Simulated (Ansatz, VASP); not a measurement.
This is a calculation of Al2O3 for Ansatz 0.2.0.

File input.yaml:

```yaml
crystal:
  lattice:
    - [2.8649664795, 0.0, 0.0]
    - [-1.4324832398, 2.4811337522, 0.0]
    - [0.0, 0.0, 9.2740897903]
  atoms:
    - { symbol: Al, position: [0.0, 0.0, 0.85000767] }
    - { symbol: Al, position: [0.0, 0.0, 0.14999233] }
    - { symbol: O, position: [0.3333333333, 0.6666666667, 0.77768308] }
    - { symbol: O, position: [0.6666666667, 0.3333333333, 0.0] }
    - { symbol: O, position: [0.3333333333, 0.6666666667, 0.22231692] }
kpoints:
  mp_grid: { grid: [11, 11, 3] }
scf:
  occupations: { method: fermi_dirac, width: 0.05 }
hamiltonian:
  xc: pbesol
  pseudopotentials: { kind: all_electron, lapw: { basis_error: 0.001 } }
output:
  forces: true
  stress: true
  eigenvalues: true
```

Potentials or basis: all-electron LAPW, scalar-relativistic.

Run with:

```console
$ ansatz run input.yaml --threads 4 --pin off --max-ram 12288MiB --backend cpu --events-out ev --progress --plain --runs-dir out
```

**Question.** Set up the same calculation for VASP 6.6.1. Potentials there: VASP PAW PBE potentials, release 64 (Al, O).

**Answer.** As run (the cutoff follows the program's own potentials):

File INCAR:

```
ALGO     = Normal         # electronic algorithm
EDIFF    = 1E-6           # SCF threshold, eV
ENCUT    = 520            # plane-wave cutoff, eV
GGA      = PS             # functional
ISIF     = 2              # what is computed and relaxed
ISMEAR   = -1             # smearing method
LASPH    = T              # aspherical terms in the spheres
LCHARG   = F              # write CHGCAR
LREAL    = F              # projectors in reciprocal space
LWAVE    = F              # write WAVECAR
NBANDS   = 20             # bands
NELM     = 80             # most SCF steps
PREC     = Accurate       # precision mode
SIGMA    = 0.05           # smearing width, eV
```

The input KPOINTS:

```
k-points
0
Gamma
  11 11 3
```

The input POSCAR:

```
Al2O3
1.0
    2.8649664795      0.0000000000      0.0000000000
   -1.4324832398      2.4811337522      0.0000000000
    0.0000000000      0.0000000000      9.2740897903
Al O
2 3
Direct
    0.0000000000      0.0000000000      0.8500076700
    0.0000000000      0.0000000000      0.1499923300
    0.3333333333      0.6666666667      0.7776830800
    0.6666666667      0.3333333333      0.0000000000
    0.3333333333      0.6666666667      0.2223169200
```

Potentials or basis: VASP PAW PBE potentials, release 64 (Al, O).

Launch:

```bash
$ cat potpaw_PBE.64/Al/POTCAR potpaw_PBE.64/O/POTCAR > POTCAR
$ mpirun -np 1 vasp_std > vasp.out
```

Both were run:

|  | VASP | Ansatz | Ansatz less VASP |
| --- | --- | --- | --- |
| gap on the k mesh at the Fermi level (eV) | 4.92 | 4.95 | +0.036 |
| least direct gap on the mesh (eV) | 5.17 | 5.20 | +0.032 |
| pressure (GPa) | 0.1 | 0.0 | -0.18 |
| traceless stress, the component that is largest in VASP (GPa) | -0.42 | -0.13 | +0.293 |
| rms of the force components (eV/Å) | 0.066 | 0.090 | +0.0234 |

VASP's potentials were made for PBE, not for PBEsol. Atom by atom the forces differ by 0.023 eV/Å (rms over components). Ansatz ran all-electron here, and VASP with PAW potentials.
